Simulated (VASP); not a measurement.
Wanted: the native input for a VASP 6.6.1 run.

| Property | Result |
| --- | --- |
| Task | single point |
| Functional | r2SCAN |
| Dispersion | rVV10 |
| Potentials or basis | VASP PAW PBE potentials, release 64 (K_sv, I) |
| Cutoff | 520 eV |
| k mesh | 4 × 4 × 4 |
| Occupations | gaussian, width 0.01 eV |
| Spin | no spin polarisation |
| Dipole correction | no |
| Further INCAR settings | ALGO = Normal; EDIFF = 1e-06; NBANDS = 15 |

KI:

```
CELL_PARAMETERS angstrom
0.00000 3.50265 3.50265
3.50265 0.00000 3.50265
3.50265 3.50265 0.00000
ATOMIC_POSITIONS crystal
K 0.00000 0.00000 0.00000
I 0.50000 0.50000 0.50000
```

One way to write it, as run:

POSCAR

```
KI
1.0
    0.0000000000      3.5026451982      3.5026451982
    3.5026451982      0.0000000000      3.5026451982
    3.5026451982      3.5026451982      0.0000000000
K I
1 1
Direct
    0.0000000000      0.0000000000      0.0000000000
    0.5000000000      0.5000000000      0.5000000000
```

INCAR.step1

```
PREC = Accurate
ENCUT = 520
ISMEAR = 0
SIGMA = 0.01
LREAL = False
LASPH = True
NELM = 60
NBANDS = 15
GGA = PE
ALGO = Normal
EDIFF = 1E-4
LWAVE = True
LCHARG = False
```

INCAR.step2

```
PREC = Accurate
ENCUT = 520
EDIFF = 1E-6
ISMEAR = 0
SIGMA = 0.01
LREAL = False
LASPH = True
NELM = 60
ALGO = Normal
ISIF = 2
LWAVE = False
LCHARG = False
METAGGA = R2SCAN
LMIXTAU = True
LUSE_VDW = True
IVDW_NL = 2
BPARAM = 11.95
CPARAM = 0.0093
NBANDS = 15
ISTART = 1
```

KPOINTS

```
regular mesh
0
Gamma
  4 4 4
```

Potentials or basis: VASP PAW PBE potentials, release 64 (K_sv, I).

Launch:

```console
$ cat potpaw_PBE.64/K_sv/POTCAR potpaw_PBE.64/I/POTCAR > POTCAR
$ cp INCAR.step1 INCAR
$ mpirun -np 1 vasp_std > vasp.out
$ cp INCAR.step2 INCAR
$ mpirun -np 1 vasp_std > vasp.out
```

It gave:

The pressure is 0.1 GPa and the band gap on the k mesh is 4.58 eV, direct.

Caveat: the PAW data sets were made with another functional, which shifts forces and pressure a little; spin-orbit coupling is left out, which moves the levels of the heavy elements.

Run time: 3 min on 1 thread of Intel(R) Xeon(R) Platinum 8488C (Sapphire Rapids) (shared host), peak memory 0.48 GiB.
